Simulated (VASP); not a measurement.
# SiGe (P6_3mc) in VASP: a series of runs, part 2 of 2

VASP 6.6.1.

### Step 5. Single point, LDA

This run uses another cell than the first one, of 19.07 Å³/atom, 0.873 times its volume.

The input, INCAR:

```
PREC = Accurate
ENCUT = 520
EDIFF = 1E-6
ISMEAR = 0
SIGMA = 0.03
LREAL = F
LASPH = T
NELM = 60
ALGO = Normal
ISIF = 2
LWAVE = F
LCHARG = F
GGA = CA
NBANDS = 26
```

The input, KPOINTS:

```
Automatic mesh
0
Gamma
  12 12 6
```

The input, POSCAR:

```
SiGe
1.0
    3.7634436583      0.0000000000      0.0000000000
   -1.8817218292      3.2592378138      0.0000000000
    0.0000000000      0.0000000000      6.2194898057
Si Ge
2 2
Direct
    0.6666666667      0.3333333333      0.8745031008
    0.3333333333      0.6666666667      0.3745031008
    0.6666666667      0.3333333333      0.4926769834
    0.3333333333      0.6666666667     -0.0073230166
```

The run is started by

```console
$ cat potpaw_LDA.64/Si/POTCAR potpaw_LDA.64/Ge_d/POTCAR > POTCAR
$ mpirun -np 1 vasp_std > vasp.out
```

Wall time 54 s (1 thread of Intel Xeon Platinum 8559C (Emerald Rapids), shared host); peak memory 0.24 GiB.

It converged, with:

```yaml
Free_energy: -22.0108 eV
Pressure: 8.9 GPa
Largest_force: 0.700 eV/Å
Band_gap_on_the_k_mesh: 0.20 eV, indirect (least direct gap 0.69 eV)
```

Forces on the atoms (eV/Å):
```
Si   0.000  0.000 -0.700
Si   0.000  0.000 -0.700
Ge   0.000  0.000  0.700
Ge   0.000  0.000  0.700
```

Stress tensor (GPa, compression positive):
```
10.26  0.00  0.00
 0.00 10.26  0.00
 0.00  0.00  6.13
```

Levels at points of the mesh, in eV from the valence-band top:
```tsv
k point	band 14	band 15	band 16	band 17	band 18	band 19	band 20	band 21	band 22	band 23
(0.00, 0.00, 0.00)	-1.72	-1.72	-0.05	-0.05	0.00	0.69	2.13	2.14	2.14	3.13
(0.50, 0.00, 0.00)	-6.76	-5.10	-3.50	-3.22	-1.74	0.20	2.21	3.44	3.58	4.42
(0.00, 0.00, 0.50)	-4.61	-1.06	-1.06	-1.06	-1.06	1.51	1.51	3.17	3.17	3.17
(0.50, 0.00, 0.50)	-8.07	-2.80	-2.80	-2.66	-2.66	0.74	0.74	1.63	1.63	6.24
```

A k mesh can miss the band edges.

### Step 6. Single point, LDA

This run uses another cell than the first one, of 19.07 Å³/atom, 0.873 times its volume.

The input, INCAR:

```
SYSTEM = SiGe
ALGO = Normal
EDIFF = 1E-6
ENCUT = 520
ISIF = 2
ISMEAR = 0
LASPH = .TRUE.
LCHARG = .FALSE.
LREAL = .FALSE.
LWAVE = .FALSE.
NBANDS = 26
NELM = 60
PREC = Accurate
SIGMA = 0.03
```

The input, KPOINTS:

```
k-points
0
G
  12 12 6
  0 0 0
```

POSCAR, as its differences from that of step 5:

```diff
@@ -10,3 +10,3 @@
     0.3333333333      0.6666666667      0.3745031008
-    0.6666666667      0.3333333333      0.4926769834
-    0.3333333333      0.6666666667     -0.0073230166
+    0.6666666667      0.3333333333      0.5004958992
+    0.3333333333      0.6666666667      0.0004958992
```

Potentials or basis: VASP PAW LDA potentials, release 64 (Si, Ge_d).

The run is started by

```console
$ cat potpaw_LDA.64/Si/POTCAR potpaw_LDA.64/Ge_d/POTCAR > POTCAR
$ mpirun -np 1 vasp_std > vasp.out
```

OUTCAR:

```text
SYSTEM = SiGe
   EDIFF = 1E-6
   ENCUT = 520
   ISIF = 2
   ISMEAR = 0
   LASPH = .TRUE.
   LREAL = .FALSE.
   NELM = 60
   PREC = Accurate

 ion  position               nearest neighbor table
   1  0.667  0.333  0.875-   4 2.31   4 2.31   4 2.31   3 2.33
   2  0.333  0.667  0.375-   3 2.31   3 2.31   3 2.31   4 2.33
   3  0.667  0.333  0.500-   2 2.31   2 2.31   2 2.31   1 2.33
   4  0.333  0.667  0.000-   1 2.31   1 2.31   1 2.31   2 2.33

  LATTYP: Found a hexagonal cell.
 ALAT       =     3.7634436583
 C/A-ratio  =     1.6526060625

  Lattice vectors:

 A1 = (   3.7634436583,   0.0000000000,   0.0000000000)
 A2 = (  -1.8817218292,   3.2592378138,   0.0000000000)
 A3 = (   0.0000000000,   0.0000000000,   6.2194898057)

Analysis of symmetry for initial positions (statically):
=====================================================================
 Subroutine PRICEL returns:
 Original cell was already a primitive cell.

 Routine SETGRP: Setting up the symmetry group for a
 hexagonal supercell.

 Subroutine GETGRP returns: Found 12 space group operations
 (whereof  6 operations were pure point group operations)
 out of a pool of 24 trial point group operations.

The static configuration has the point symmetry C_3v.
 The point group associated with its full space group is C_6v.

Analysis of symmetry for dynamics (positions and initial velocities):
=====================================================================
 Subroutine PRICEL returns:
 Original cell was already a primitive cell.

 Routine SETGRP: Setting up the symmetry group for a
 hexagonal supercell.

 Subroutine GETGRP returns: Found 12 space group operations
 (whereof  6 operations were pure point group operations)
 out of a pool of 24 trial point group operations.

The dynamic configuration has the point symmetry C_3v.
 The point group associated with its full space group is C_6v.

[... 113 lines left out ...]
   NELECT =      36.0000    total number of electrons
   NUPDOWN=      -1.0000    fix difference up-down
   EMIN   =  10.00;   EMAX   =-10.00  energy-range for DOS
   EFERMI =   0.00;   METHOD = LEGACY
   ISMEAR =     0;   SIGMA  =   0.03  broadening in eV -4-tet -1-fermi 0-gaus
   EFERMI_NEDOS =   21; number of points for ismear=-14 and -15
   IALGO  =     38    algorithm
   IMIX   =      4    mixing-type and parameters
     AMIX     =   0.40;   BMIX     =  1.00
     AMIX_MAG =   1.60;   BMIX_MAG =  1.00
  volume/ion in A,a.u.               =      19.07       128.70
  Fermi-wavevector in a.u.,A,eV,Ry     =   1.274550  2.408551 22.102365  1.624478
  Thomas-Fermi vector in A             =   2.407312
   LORBIT       =      0    0 simple, 1 ext, 2 COOP (PROOUT), +10 PAW based schemes
   GGA     = CA    functional components
   LHFCALC =     F    Hartree Fock is set to
   AEXX    =    0.0000 exact exchange contribution
   IVDW    =     0    specifies the selected vdW correction
   LEPSILON=     F    determine dielectric tensor
   LRPA    =     F    only Hartree local field effects (RPA)
 non-spin polarized calculation
 Gauss-broadening in eV      SIGMA  =   0.03
  energy-cutoff  :      520.00
  volume of cell :       76.29
 maximum number of plane-waves:      2073
 NGX is ok and might be reduce to    28
   NGX = 13   NGY = 13   NGZ = 23

 number of electron      36.0000016 magnetization

 Free energy of the ion-electron system (eV)
  ---------------------------------------------------
  ext. energy  EPLUGINS =         0.00000000
  ---------------------------------------------------
  free energy    TOTEN  =       -22.04777933 eV

  energy without entropy =      -22.04777930  energy(sigma->0) =      -22.04777931

 E-fermi :   6.7268     XC(G=0): -10.4538

 val. band max:        6.6424062450   @ k =   0.0000   0.0000   0.0000
 cond. band min:       6.8131266923   @ k =   0.5000   0.0000   0.0000
 fundamental gap:      0.1707204473
 Fermi energy:         6.7267539653

 k-point     1 :       0.0000    0.0000    0.0000
  band No.  band energies     occupation
      1     -18.1920      2.00000
      2     -18.1918      2.00000
      3     -18.1878      2.00000
      4     -18.1878      2.00000
      5     -18.1838      2.00000
      6     -18.1838      2.00000
[... 685 lines left out ...]
     25      14.0884      0.00000
     26      14.3886      0.00000

 [... further k-points ...]
[... 5 lines left out ...]
  --------------------------------------------------------------------------------------
  -------------------------------------------------------------------------------------
  Total        4.1272184      4.1272184      4.1682003     -0.0000000      0.0000000      0.0000000
  in kB       86.6785834     86.6785834     87.5392732     -0.0000000      0.0000000      0.0000000
  external PRESSURE =      86.9654800 kB  Pullay stress =       0.0000000 kB

 VOLUME and BASIS-vectors are now :
 -----------------------------------------------------------------------------
  energy-cutoff  :      520.00
  volume of cell :       76.29
      direct lattice vectors                 reciprocal lattice vectors
     3.763443658  0.000000000  0.000000000     0.265714088  0.153410100  0.000000000
    -1.881721829  3.259237814  0.000000000     0.000000000  0.306820201  0.000000000
     0.000000000  0.000000000  6.219489806     0.000000000  0.000000000  0.160784893

 POSITION                                       TOTAL-FORCE (eV/Angst)
 -----------------------------------------------------------------------------------
      1.88172      1.08641      5.43896         0.000000      0.000000     -0.040678
     -0.00000      2.17283      2.32922         0.000000      0.000000     -0.040678
      1.88172      1.08641      3.11283        -0.000000      0.000000      0.040678
     -0.00000      2.17283      0.00308         0.000000     -0.000000      0.040678
 -----------------------------------------------------------------------------------
    total drift:                               -0.000000     -0.000000     -0.000916

  FREE ENERGIE OF THE ION-ELECTRON SYSTEM (eV)
  ---------------------------------------------------
  free  energy   TOTEN  =       -22.0477793255 eV

  energy  without entropy=      -22.0477792963  energy(sigma->0) =      -22.04777931
```

OSZICAR:

```text
N       E                     dE             d eps       ncg     rms          rms(c)
DAV:   1     0.266651723940E+03    0.26665E+03   -0.17631E+04  4556   0.305E+03
DAV:   2     0.203867888777E+02   -0.24626E+03   -0.23705E+03  3992   0.641E+02
DAV:   3    -0.209310694259E+02   -0.41318E+02   -0.40774E+02  4706   0.153E+02
DAV:   4    -0.225696151036E+02   -0.16385E+01   -0.16353E+01  4816   0.337E+01
DAV:   5    -0.226029831992E+02   -0.33368E-01   -0.33358E-01  4848   0.540E+00    0.677E+00
DAV:   6    -0.222224606034E+02    0.38052E+00   -0.16900E-01  4376   0.202E+00    0.396E+00
DAV:   7    -0.220464973904E+02    0.17596E+00   -0.29840E-01  4726   0.270E+00    0.284E-01
DAV:   8    -0.220477264612E+02   -0.12291E-02   -0.22769E-02  4648   0.104E+00    0.115E-01
DAV:   9    -0.220477599871E+02   -0.33526E-04   -0.64761E-04  4994   0.164E-01    0.930E-02
DAV:  10    -0.220477887769E+02   -0.28790E-04   -0.83744E-05  5300   0.493E-02    0.397E-02
DAV:  11    -0.220477799492E+02    0.88276E-05   -0.24826E-05  3720   0.207E-02    0.811E-03
DAV:  12    -0.220477793255E+02    0.62375E-06   -0.19228E-06  4018   0.976E-03
   1 F= -.22047779E+02 E0= -.22047779E+02  d E =-.292169E-07
```

stdout:

```text
POSCAR found type information on POSCAR SiGe
 POSCAR found :  2 types and       4 ions
 scaLAPACK will be used
 LDA part: xc-table for (Slater(with rela. corr.)+CA(PZ))
 , standard interpolation
 POSCAR, INCAR and KPOINTS ok, starting setup
 FFT: planning ... GRIDC
 FFT: planning ... GRID_SOFT
 FFT: planning ... GRID
 WAVECAR not read
 entering main loop
```

It took 51 s on 1 thread of Intel Xeon Platinum 8559C (Emerald Rapids), shared host; peak memory 0.25 GiB.

What came out:

* Free energy: -22.0478 eV
* Pressure: 8.7 GPa
* Largest force: 0.041 eV/Å
* Band gap on the k mesh: 0.17 eV, indirect (least direct gap 0.68 eV)

Forces on the atoms (eV/Å):
```
Si   0.000  0.000 -0.041
Si   0.000  0.000 -0.041
Ge   0.000  0.000  0.041
Ge   0.000  0.000  0.041
```

Levels at points of the mesh, in eV from the valence-band top:
| k point | band 14 | band 15 | band 16 | band 17 | band 18 | band 19 | band 20 | band 21 | band 22 | band 23 |
| --- | --- | --- | --- | --- | --- | --- | --- | --- | --- | --- |
| (0.00, 0.00, 0.00) | -1.76 | -1.76 | -0.37 | 0.00 | 0.00 | 0.68 | 1.99 | 1.99 | 2.14 | 3.09 |
| (0.50, 0.00, 0.00) | -6.74 | -5.32 | -3.54 | -3.46 | -1.70 | 0.17 | 2.17 | 3.14 | 3.28 | 4.49 |
| (0.00, 0.00, 0.50) | -4.85 | -1.08 | -1.08 | -1.08 | -1.08 | 1.52 | 1.52 | 3.10 | 3.10 | 3.10 |
| (0.50, 0.00, 0.50) | -8.11 | -2.87 | -2.87 | -2.81 | -2.81 | 0.62 | 0.62 | 1.63 | 1.63 | 6.01 |
